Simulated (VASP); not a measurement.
ZnAu:

```
Zn Au
1.0
     3.14700    0.00000    0.00000
     0.00000    3.14700    0.00000
     0.00000    0.00000    3.14700
Zn Au
1 1
Direct
  0.50000 0.50000 0.50000
  0.00000 0.00000 0.00000
```

Base run:

```yaml
Program: VASP 6.6.1
Functional: BLYP
Potentials_or_basis: VASP PAW PBE potentials, release 64 (Zn, Au)
Cutoff: 520 eV
k_mesh: 10 × 10 × 10
Occupations: fermi-dirac, width 0.15 eV
Spin: no spin polarisation
```

Its results: pressure 14.4 GPa.

Q: After a change of settings the same cell gave: pressure 7.7 GPa. Which change was it?
A. functional from BLYP to PBE; further incar settings from ALGO = Normal; EDIFF = 1e-07; NBANDS = 18 to ALGO = Normal; EDIFF = 1e-06; NBANDS = 18
B. functional from BLYP to revPBE
C. functional from BLYP to PBEsol; further incar settings from ALGO = Normal; EDIFF = 1e-07; NBANDS = 18 to ALGO = Normal; EDIFF = 1e-06; NBANDS = 18

A: B.

Caveats: the PAW data sets were made with another functional, which shifts forces and pressure a little.
